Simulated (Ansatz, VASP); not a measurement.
**Te in VASP and in Ansatz**

```
CELL_PARAMETERS angstrom
3.79465 -2.13378 0.00000
3.79465 2.13378 0.00000
-0.09366 0.00000 5.93598
ATOMIC_POSITIONS crystal
Te 0.00000 0.00000 0.00000
Te 0.30945 0.30945 0.33881
Te 0.69055 0.69055 0.66119
```

Alike in both runs: task single point; functional r2SCAN; k mesh 7 × 7 × 5; occupations fermi-dirac, width 0.05 eV; no spin polarisation.

|  | VASP | Ansatz |
| --- | --- | --- |
| version | VASP 6.6.1 | Ansatz 0.2.0 |
| potentials or method | VASP PAW PBE potentials, release 64 (Te) | Ansatz PAW |
| plane-wave cutoff (eV) | 520 | 500 |
| valence electrons in the cell | 18 | 48 |

```csv
,VASP,Ansatz,Ansatz less VASP
gap on the k mesh at the Fermi level (eV),none,none,-
pressure (GPa),1.2,1.2,+0.02
"traceless stress, the component that is largest in VASP (GPa)",-0.12,-0.11,+0.010
rms of the force components (eV/Å),0.034,0.028,-0.0060
```

VASP's potentials were made for PBE, not for r2SCAN. Atom by atom the forces differ by 0.006 eV/Å (rms over components). A gap of «none» marks a metal or a gap that the smearing closes. The functional is the same, so the differences come from potentials, cutoffs and numerics. VASP's potentials hold 18 valence electrons a cell and Ansatz's 48, so a difference there can come from the potentials and not from the codes.

Spin-orbit coupling is off throughout.
